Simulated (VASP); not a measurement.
Wanted: the native input for a VASP 6.6.1 run.

* Task: single point
* Functional: PBE
* Potentials or basis: VASP PAW PBE potentials, release 64 (Tl_d)
* Cutoff: 520 eV
* k mesh: 7 × 7 × 10
* Occupations: fermi-dirac, width 0.1 eV
* Spin: no spin polarisation
* Dipole correction: no
* Further INCAR settings: ALGO = Normal; EDIFF = 1e-06; NBANDS = 26

The structure of Tl lies in POSCAR:

```
Tl
1.0
    5.7788869846      0.0000000000      0.0000000000
   -2.8894434923      5.0046629342      0.0000000000
    0.0000000000      0.0000000000      3.5515723407
Tl
3
Direct
    1.0000000000      0.0000000000      0.0000000000
    0.3333333333      0.6666666667      0.5000000000
    0.6666666667      0.3333333333      0.5000000000
```

This isn't the form of Tl at room conditions, which is hcp.

One way to write it, as run:

INCAR

```
SYSTEM = Tl
ALGO = Normal ; EDIFF = 1E-6
ENCUT = 520 ; GGA = PE
ISIF = 2 ; ISMEAR = -1
LASPH = .TRUE. ; LCHARG = .FALSE.
LREAL = .FALSE. ; LWAVE = .FALSE.
NBANDS = 26 ; NELM = 100
PREC = Accurate ; SIGMA = 0.1
```

KPOINTS

```
k-points
0
G
  7 7 10
  0 0 0
```

Potentials or basis: VASP PAW PBE potentials, release 64 (Tl_d).

Run with:

```console
$ cat potpaw_PBE.64/Tl_d/POTCAR > POTCAR
$ mpirun -np 1 vasp_std > vasp.out
```

It gave:

```
Pressure               : -1.6 GPa
Band gap on the k mesh : zero (an odd number of electrons rules out a gap without spin polarisation)
```

Caveat: spin-orbit coupling is left out, which moves the levels of the heavy elements.

Run time: 110 s on 1 thread of Oxide Virtual Turin-like Processor, with other jobs on the host, peak memory 0.25 GiB.
